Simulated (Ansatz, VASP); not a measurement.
# Sn: VASP beside Ansatz

INCAR

```
PREC = Accurate ; ENCUT = 600
EDIFF = 1E-6 ; ISMEAR = -1
SIGMA = 0.1 ; LREAL = False
LASPH = True ; NELM = 60
ALGO = Normal ; ISIF = 3
LWAVE = False ; LCHARG = False
GGA = PE ; IBRION = 2
NSW = 60 ; EDIFFG = -0.005
```

KPOINTS

```
regular mesh
0
Gamma
  15 15 15
```

POSCAR

```
Sn
1.0
   -1.9129311828      1.9129311828      1.9129311828
    1.9129311828     -1.9129311828      1.9129311828
    1.9129311828      1.9129311828     -1.9129311828
Sn
1
Direct
    0.0000000000      0.0000000000      0.0000000000
```

Input for Ansatz:

```yaml
crystal:
  lattice:
    - [-1.9129311828, 1.9129311828, 1.9129311828]
    - [1.9129311828, -1.9129311828, 1.9129311828]
    - [1.9129311828, 1.9129311828, -1.9129311828]
  atoms:
    - { symbol: Sn, position: [0.0, 0.0, 0.0] }
kpoints:
  mp_grid: { grid: [15, 15, 15] }
scf:
  occupations: { method: fermi_dirac, width: 0.1 }
hamiltonian:
  xc: pbe
  pseudopotentials: { kind: paw }
output:
  forces: true
  stress: true
relax:
  f_tol: 0.005
  max_steps: 40
  cell: {}
```

Alike in both runs: task relaxation of cell and atoms; functional PBE; k mesh 15 × 15 × 15; occupations fermi-dirac, width 0.1 eV; no spin polarisation.

|  | VASP | Ansatz |
| --- | --- | --- |
| version | VASP 6.6.1 | Ansatz 0.2.0 |
| potentials or method | VASP PAW PBE potentials, release 64 (Sn_d) | PAW with Ansatz's default frozen-core files, scalar-relativistic |
| plane-wave cutoff (eV) | 600 | 420 |
| valence electrons in the cell | 14 | 14 |

```tsv
	VASP	Ansatz	Ansatz less VASP
relaxed volume (Å³/atom)	27.61	27.63	+0.018
relaxed length of the cell vector where the two differ most in proportion (Å)	3.298	3.299	+0.0007
```
